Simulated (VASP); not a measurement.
# Al3Rh2 (P4mm) in VASP: relaxation of cell and atoms with PBE

Aim: the relaxation of cell and atoms of Al3Rh2 with PBE.

Program: VASP 6.6.1. These are calculated values, not measurements. Logs are shortened: lines on timing, memory, paths and dates and some standing lists are left out, and cuts for length are marked.

### 1 The cell of the first run

Symmetry: P4mm, No. 99, tetragonal system. The conventional cell has a = 3.725 Å, b = 3.725 Å, c = 5.862 Å, α = 90.00°, β = 90.00°, γ = 90.00°. Within 2.9 Å of Al (site symmetry 4mm) lie 4 Al at 2.16 Å and 5 Rh at 2.68 to 2.69 Å. Al (site symmetry 2mm) has 6 Al at 2.16 to 2.63 Å and 4 Rh at 2.45 to 2.48 Å within 2.9 Å. Within 3.2 Å of Rh (site symmetry 4mm) lie 6 Al at 2.45 to 3.18 Å. Within 3.3 Å of Rh (site symmetry 4mm) lie 8 Al at 2.48 to 2.69 Å.

The cell was generated, and may not be a known phase.

### 2 Relaxation of cell and atoms, PBE

The input, INCAR:

```
SYSTEM = Al3Rh2
ALGO = Normal
EDIFF = 1E-6
EDIFFG = -0.04
ENCUT = 600
GGA = PE
IBRION = 2
ISIF = 3
ISMEAR = 0
LASPH = .TRUE.
LCHARG = .FALSE.
LREAL = .FALSE.
LWAVE = .FALSE.
NELM = 100
NSW = 90
PREC = Accurate
SIGMA = 0.1
```

The input, KPOINTS:

```
k-points
0
G
  6 6 4
  0 0 0
```

The input, POSCAR:

```
Al3Rh2
1.0
    3.7251879700      0.0000000000      0.0000000000
    0.0000000000      3.7251879700      0.0000000000
    0.0000000000      0.0000000000      5.8619516900
Al Rh
3 2
Direct
    0.0000000000      0.0000000000      0.7096711700
    0.5000000000      0.0000000000      0.5247678500
    0.0000000000      0.5000000000      0.5247678500
    0.0000000000      0.0000000000      0.2521372200
    0.5000000000      0.5000000000      0.8045261500
```

Potentials or basis: VASP PAW PBE potentials, release 64 (Al, Rh_pv).

Started as:

```sh
> cat potpaw_PBE.64/Al/POTCAR potpaw_PBE.64/Rh_pv/POTCAR > POTCAR
> mpirun -np 1 vasp_std > vasp.out
```

OUTCAR:

```text
SYSTEM = Al3Rh2
   EDIFF = 1E-6
   EDIFFG = -0.04
   ENCUT = 600
   GGA = PE
   IBRION = 2
   ISIF = 3
   ISMEAR = 0
   LASPH = .TRUE.
   LREAL = .FALSE.
   NELM = 100
   NSW = 90
   PREC = Accurate

 ion  position               nearest neighbor table
   1  0.000  0.000  0.710-   2 2.16   3 2.16   3 2.16   2 2.16   4 2.68   5 2.69   5 2.69   5 2.69
                             5 2.69   4 3.18
   2  0.500  0.000  0.525-   1 2.16   1 2.16   4 2.45   4 2.45   5 2.48   5 2.48   3 2.63   3 2.63
                             3 2.63   3 2.63
   3  0.000  0.500  0.525-   1 2.16   1 2.16   4 2.45   4 2.45   5 2.48   5 2.48   2 2.63   2 2.63
                             2 2.63   2 2.63
   4  0.000  0.000  0.252-   2 2.45   3 2.45   3 2.45   2 2.45   1 2.68   1 3.18
   5  0.500  0.500  0.805-   2 2.48   3 2.48   2 2.48   3 2.48   1 2.69   1 2.69   1 2.69   1 2.69

  LATTYP: Found a simple tetragonal cell.
 ALAT       =     3.7251879700
 C/A-ratio  =     1.5735988995

  Lattice vectors:

 A1 = (   3.7251879700,   0.0000000000,   0.0000000000)
 A2 = (   0.0000000000,   3.7251879700,   0.0000000000)
 A3 = (   0.0000000000,   0.0000000000,   5.8619516900)

Analysis of symmetry for initial positions (statically):
=====================================================================
 Subroutine PRICEL returns:
 Original cell was already a primitive cell.

 Routine SETGRP: Setting up the symmetry group for a
 simple tetragonal supercell.

 Subroutine GETGRP returns: Found  8 space group operations
 (whereof  8 operations were pure point group operations)
 out of a pool of 16 trial point group operations.

The static configuration has the point symmetry C_4v.

Analysis of symmetry for dynamics (positions and initial velocities):
=====================================================================
 Subroutine PRICEL returns:
 Original cell was already a primitive cell.

 Routine SETGRP: Setting up the symmetry group for a
 simple tetragonal supercell.

 Subroutine GETGRP returns: Found  8 space group operations
 (whereof  8 operations were pure point group operations)
 out of a pool of 16 trial point group operations.

The dynamic configuration has the point symmetry C_4v.

 Subroutine INISYM returns: Found  8 space group operations
 (whereof  8 operations are pure point group operations),
 and found     1 'primitive' translations

----------------------------------------------------------------------------------------

                                     Primitive cell

  volume of cell :      81.3465

  direct lattice vectors                    reciprocal lattice vectors
     3.725187970  0.000000000  0.000000000     0.268442830  0.000000000  0.000000000
     0.000000000  3.725187970  0.000000000     0.000000000  0.268442830  0.000000000
     0.000000000  0.000000000  5.861951690     0.000000000  0.000000000  0.170591648

  length of vectors
     3.725187970  3.725187970  5.861951690     0.268442830  0.268442830  0.170591648

  position of ions in fractional coordinates (direct lattice)
     0.000000000  0.000000000  0.709671170
     0.500000000  0.000000000  0.524767850
     0.000000000  0.500000000  0.524767850
     0.000000000  0.000000000  0.252137220
     0.500000000  0.500000000  0.804526150

  ion indices of the primitive-cell ions
   primitive index   ion index
                 1           1
                 2           2
                 3           3
                 4           4
                 5           5

----------------------------------------------------------------------------------------

 KPOINTS: k-points

Automatic generation of k-mesh.
 Grid dimensions read from file:
 generate k-points for:    6    6    4

 Generating k-lattice:

  Cartesian coordinates                     Fractional coordinates (reciprocal lattice)
     0.044740472  0.000000000  0.000000000     0.166666667  0.000000000  0.000000000
     0.000000000  0.044740472  0.000000000     0.000000000  0.166666667  0.000000000
     0.000000000  0.000000000  0.042647912     0.000000000  0.000000000  0.250000000

  Length of vectors
     0.044740472  0.044740472  0.042647912

  Shift w.r.t. Gamma in fractional coordinates (k-lattice)
     0.000000000  0.000000000  0.000000000

 Subroutine IBZKPT returns following result:
 ===========================================

 Found     30 irreducible k-points:

 Following reciprocal coordinates:
            Coordinates               Weight
  0.000000  0.000000  0.000000      1.000000
  0.166667  0.000000  0.000000      4.000000
  0.333333  0.000000  0.000000      4.000000
  0.500000  0.000000  0.000000      2.000000
  0.166667  0.166667  0.000000      4.000000
  0.333333  0.166667  0.000000      8.000000
[... 16 lines left out ...]
  0.333333  0.000000  0.500000      4.000000
  0.500000  0.000000  0.500000      2.000000
 [... further k-points ...]
   k-points           NKPTS =     30   k-points in BZ     NKDIM =     30   number of bands    NBANDS=     23
   number of dos      NEDOS =    301   number of ions     NIONS =      5
   total plane-waves  NPLWV =  43200
   dimension x,y,z NGX =    30 NGY =   30 NGZ =   48
   dimension x,y,z NGXF=    60 NGYF=   60 NGZF=   96
   ions per type =               3   2
   NGX,Y,Z   is equivalent  to a cutoff of  13.39, 13.39, 13.61 a.u.
   NGXF,Y,Z  is equivalent  to a cutoff of  26.78, 26.78, 27.23 a.u.
 SYSTEM =  Al3Rh2
   PREC   = accura    normal or accurate (medium, high low for compatibility)
   ISTART =      0    job   : 0-new  1-cont  2-samecut
   ICHARG =      2    charge: 1-file 2-atom 10-const
   ISPIN  =      1    spin polarized calculation?
   LNONCOLLINEAR =      F non collinear calculations
   LSORBIT =      F    spin-orbit coupling
   LASPH  =      T    aspherical Exc in radial PAW
   ENCUT  =  600.0 eV  44.10 Ry    6.64 a.u.   7.44  7.44 11.71*2*pi/ulx,y,z
   NELM   =    100;   NELMIN=  2; NELMDL= -5     # of ELM steps
   EDIFF  = 0.1E-05   stopping-criterion for ELM
   LREAL  =      F    real-space projection
   EDIFFG = -.4E-01   stopping-criterion for IOM
   NSW    =     90    number of steps for IOM
   IBRION =      2    ionic relax: 0-MD 1-quasi-New 2-CG
   NFREE  =      1    steps in history (QN), initial steepest desc. (CG)
   ISIF   =      3    stress and relaxation
   ISYM   =      2    0-nonsym 1-usesym 2-fastsym
   POTIM  = 0.5000    time-step for ionic-motion
   TEBEG  =    0.0;   TEEND  =   0.0 temperature during run
   PSTRESS=    0.0 pullay stress
   NELECT =      39.0000    total number of electrons
   NUPDOWN=      -1.0000    fix difference up-down
   EMIN   =  10.00;   EMAX   =-10.00  energy-range for DOS
   EFERMI =   0.00;   METHOD = LEGACY
   ISMEAR =     0;   SIGMA  =   0.10  broadening in eV -4-tet -1-fermi 0-gaus
   EFERMI_NEDOS =   21; number of points for ismear=-14 and -15
   IALGO  =     38    algorithm
   IMIX   =      4    mixing-type and parameters
     AMIX     =   0.40;   BMIX     =  1.00
     AMIX_MAG =   1.60;   BMIX_MAG =  1.00
  volume/ion in A,a.u.               =      16.27       109.79
  Fermi-wavevector in a.u.,A,eV,Ry     =   1.281298  2.421302 22.337020  1.641725
  Thomas-Fermi vector in A             =   2.413676
   LORBIT       =      0    0 simple, 1 ext, 2 COOP (PROOUT), +10 PAW based schemes
   GGA     = PE    functional components
   LHFCALC =     F    Hartree Fock is set to
   AEXX    =    0.0000 exact exchange contribution
   IVDW    =     0    specifies the selected vdW correction
   LEPSILON=     F    determine dielectric tensor
   LRPA    =     F    only Hartree local field effects (RPA)
 conjugate gradient relaxation of ions
 non-spin polarized calculation
 Gauss-broadening in eV      SIGMA  =   0.10
  energy-cutoff  :      600.00
  volume of cell :       81.35
 maximum number of plane-waves:      2760
 NGX is ok and might be reduce to    30
   NGX = 15   NGY = 15   NGZ = 23

--------------------------------------- Ionic step        1  -------------------------------------------

 number of electron      38.9999993 magnetization

 Free energy of the ion-electron system (eV)
  ---------------------------------------------------
  ext. energy  EPLUGINS =         0.00000000
  ---------------------------------------------------
  free energy    TOTEN  =       -23.50859813 eV

  energy without entropy =      -23.50485648  energy(sigma->0) =      -23.50672731

------------------------ aborting loop because EDIFF is reached ----------------------------------------

  FORCE on cell =-STRESS in cart. coord.  units (eV):
  Direction    XX          YY          ZZ          XY          YZ          ZX
  --------------------------------------------------------------------------------------
  -------------------------------------------------------------------------------------
  Total       14.4883013     14.4883013      3.7917096      0.0000000      0.0000000     -0.0000000
  in kB      285.3575938    285.3575938     74.6804686      0.0000000      0.0000000     -0.0000000
  external PRESSURE =     215.1318854 kB  Pullay stress =       0.0000000 kB
[... 24 lines left out ...]
  energy  without entropy=      -23.5048564766  energy(sigma->0) =      -23.50672731

--------------------------------------- Ionic step        2  -------------------------------------------

 number of electron      38.9999986 magnetization

 E-fermi :   4.9969     XC(G=0):  -9.7286

 val. band max:        4.9754559334   @ k =   0.3333   0.3333   0.5000
 cond. band min:       5.1080903511   @ k =   0.3333   0.1667   0.5000
 fundamental gap:      0.1326344177
 Fermi energy:         4.9968933734

 k-point     1 :       0.0000    0.0000    0.0000
  band No.  band energies     occupation
      1     -40.8449      2.00000
      2     -40.6431      2.00000
      3     -40.6431      2.00000
      4     -40.5315      2.00000
      5     -40.5315      2.00000
      6     -40.4130      2.00000
[... 613 lines left out ...]
     22       7.6658      0.00000
     23       8.0912      0.00000

 [... further k-points ...]
[... 5 lines left out ...]
  --------------------------------------------------------------------------------------
  -------------------------------------------------------------------------------------
  Total      -11.1667833    -11.1667833    -10.4832411      0.0000000      0.0000000      0.0000000
  in kB     -163.3221403   -163.3221403   -153.3248501      0.0000000      0.0000000      0.0000000
  external PRESSURE =    -159.9897103 kB  Pullay stress =       0.0000000 kB
[... 59 lines left out ...]
  FREE ENERGIE OF THE ION-ELECTRON SYSTEM (eV)
  ---------------------------------------------------
  free  energy   TOTEN  =       -26.5391102027 eV

  energy  without entropy=      -26.5364033511  energy(sigma->0) =      -26.53775678

[... ionic steps 4 to 17 ...]

--------------------------------------- Ionic step       18  -------------------------------------------

 number of electron      38.9999990 magnetization

------------------------ aborting loop because EDIFF is reached ----------------------------------------

  FORCE on cell =-STRESS in cart. coord.  units (eV):
  Direction    XX          YY          ZZ          XY          YZ          ZX
  --------------------------------------------------------------------------------------
  -------------------------------------------------------------------------------------
  Total       -0.1525904     -0.1525904     -0.3218429      0.0000000      0.0000000      0.0000000
  in kB       -2.8569965     -2.8569965     -6.0259608      0.0000000      0.0000000      0.0000000
  external PRESSURE =      -3.9133179 kB  Pullay stress =       0.0000000 kB
[... 63 lines left out ...]
  energy  without entropy=      -27.8368355843  energy(sigma->0) =      -27.83876205

--------------------------------------- Ionic step       20  -------------------------------------------

 number of electron      38.9999990 magnetization

 Free energy of the ion-electron system (eV)
  ---------------------------------------------------
  ext. energy  EPLUGINS =         0.00000000
  ---------------------------------------------------
  free energy    TOTEN  =       -27.84092351 eV

  energy without entropy =      -27.83709879  energy(sigma->0) =      -27.83901115

 E-fermi :   7.5752     XC(G=0): -10.8426

 val. band max:        7.5504157047   @ k =   0.5000   0.0000   0.0000
 cond. band min:       7.6195541104   @ k =   0.3333   0.0000   0.5000
 fundamental gap:      0.0691384057
 Fermi energy:         7.5751638982

 k-point     1 :       0.0000    0.0000    0.0000
  band No.  band energies     occupation
      1     -38.6197      2.00000
      2     -38.6197      2.00000
      3     -38.5546      2.00000
      4     -38.5220      2.00000
      5     -38.1455      2.00000
      6     -38.1455      2.00000
[... 613 lines left out ...]
     22      11.1409      0.00000
     23      11.3749      0.00000

 [... further k-points ...]
[... 5 lines left out ...]
  --------------------------------------------------------------------------------------
  -------------------------------------------------------------------------------------
  Total        0.0782070      0.0782070      0.0219547      0.0000000     -0.0000000      0.0000000
  in kB        1.4705128      1.4705128      0.4128112      0.0000000     -0.0000000      0.0000000
  external PRESSURE =       1.1179456 kB  Pullay stress =       0.0000000 kB
[... 20 lines left out ...]
  FREE ENERGIE OF THE ION-ELECTRON SYSTEM (eV)
  ---------------------------------------------------
  free  energy   TOTEN  =       -27.8409235097 eV

  energy  without entropy=      -27.8370987850  energy(sigma->0) =      -27.83901115

 reached required accuracy - stopping structural energy minimisation
```

Wall time 35 min (1 thread of AMD EPYC, shared host); peak memory 0.21 GiB.

What came out:

- Free energy: -27.8409 eV
- Relaxed volume: 17.04 Å³/atom
- Relaxed cell: a = 3.741 Å, b = 3.741 Å, c = 6.088 Å, α = 90.00°, β = 90.00°, γ = 90.00°
- Space group after relaxing (to 0.1 Å): P4mm (No. 99)
- Energy gained by relaxing: 866.5 meV/atom
- Ionic steps: 20
- Pressure after relaxing: 0.1 GPa
- Largest force after relaxing: 0.012 eV/Å
- Band gap on the k mesh: zero (an odd number of electrons rules out a gap without spin polarisation)

Forces in eV/Å, atoms in the order of the input:
```
Al   0.000  0.000 -0.012
Al   0.000  0.000 -0.004
Al   0.000  0.000 -0.004
Rh   0.000  0.000  0.011
Rh   0.000  0.000  0.009
```

Stress tensor (GPa, compression positive):
```
0.15 0.00 0.00
0.00 0.15 0.00
0.00 0.00 0.04
```

Step by step:
| step | energy change (eV) | largest force (eV/Å) | pressure (GPa) | volume (Å³) |
| --- | --- | --- | --- | --- |
| 1 | 0.0000 | 9.6865 | 21.51 | 81.35 |
| 2 | -2.4274 | 1.7467 | -16.00 | 109.55 |
| 3 | -3.0305 | 2.7799 | -9.83 | 98.26 |
| 4 | -3.9183 | 2.1229 | -0.19 | 87.30 |
| 5 | -3.9353 | 2.5078 | 2.20 | 85.63 |
| 6 | -4.1475 | 0.5923 | 1.56 | 84.67 |
| 7 | -4.1510 | 0.4629 | 1.50 | 84.78 |
| 8 | -4.2405 | 0.1472 | -1.95 | 86.48 |
| 9 | -4.2482 | 0.3603 | -3.64 | 87.41 |
| 10 | -4.2948 | 0.4553 | -2.05 | 85.77 |
| 11 | -4.2995 | 0.5383 | -1.39 | 85.14 |
| 12 | -4.3154 | 0.3254 | 0.28 | 84.18 |
| 13 | -4.3161 | 0.2663 | 0.74 | 83.93 |
| 14 | -4.3209 | 0.1480 | 0.34 | 84.31 |
| 15 | -4.3233 | 0.1757 | -0.30 | 84.92 |
| 16 | -4.3272 | 0.1385 | -0.11 | 84.94 |
| 17 | -4.3308 | 0.1163 | 0.37 | 84.96 |
| 18 | -4.3318 | 0.0665 | -0.39 | 85.57 |
| 19 | -4.3321 | 0.0491 | -0.16 | 85.37 |
| 20 | -4.3323 | 0.0119 | 0.11 | 85.21 |

Final structure:
```
CELL_PARAMETERS angstrom
3.74105 0.00000 0.00000
0.00000 3.74105 0.00000
0.00000 0.00000 6.08838
ATOMIC_POSITIONS crystal
Al 0.00000 0.00000 0.83180
Al 0.50000 0.00000 0.48482
Al 0.00000 0.50000 0.48482
Rh 0.00000 0.00000 0.22980
Rh 0.50000 0.50000 0.78462
```

Levels at points of the mesh, in eV from the Fermi level:
```csv
k point,band 16,band 17,band 18,band 19,band 20,band 21,band 22,band 23
"(0.00, 0.00, 0.00)",-1.94,-1.94,-1.55,-1.20,0.54,0.54,3.02,4.80
"(0.50, 0.00, 0.00)",-2.13,-1.75,-1.45,-1.01,-0.02,0.68,1.61,3.69
"(0.50, 0.50, 0.00)",-1.77,-1.71,-1.49,-1.12,-0.96,1.04,1.27,1.27
"(0.00, 0.00, 0.50)",-2.36,-2.33,-1.23,0.53,1.59,1.59,2.89,3.56
"(0.50, 0.00, 0.50)",-2.14,-1.75,-1.50,-1.30,-0.88,2.81,3.57,3.80
"(0.50, 0.50, 0.50)",-1.71,-1.49,-1.12,-1.01,-0.86,0.51,0.51,1.05
```

The gap in the log of VASP goes by the Fermi energy; the results here count the filled bands.